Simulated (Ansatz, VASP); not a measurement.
# Cu2Au: VASP beside Ansatz

```
Cu Au
1.0
     0.00000    0.00000   -3.03960
    -3.03960    0.00000    0.00000
     1.51980    4.30450    1.51980
Cu Au
2 1
Direct
  0.65500 0.65500 0.31000
  0.01167 0.01167 0.02333
  0.33333 0.33333 0.66667
```

Alike in both runs: functional PBEsol; k mesh 14 × 14 × 14; occupations gaussian, width 0.1 eV; no spin polarisation.

Ansatz relaxed the structure, and its values are those at the end. VASP's run is a single point on that final structure, the one shown.

```csv
,VASP,Ansatz
version,VASP 6.6.1,Ansatz 0.2.0
potentials or method,"VASP PAW PBE potentials, release 64 (Cu, Au), cutoff 520 eV","scalar-relativistic, plane waves, PAW"
valence electrons in the cell,33,57
```

```tsv
	VASP	Ansatz	Ansatz less VASP
gap on the k mesh at the Fermi level (eV)	none	none	-
pressure (GPa)	-0.3	0.0	+0.27
rms of the force components (eV/Å)	0.007	0.000	-0.0074
```

VASP's potentials were made for PBE, not for PBEsol. A gap of «none» marks a metal or a gap that the smearing closes. VASP's potentials hold 33 valence electrons a cell and Ansatz's 57, so a difference there can come from the potentials and not from the codes.

Neither program's run includes spin-orbit coupling.
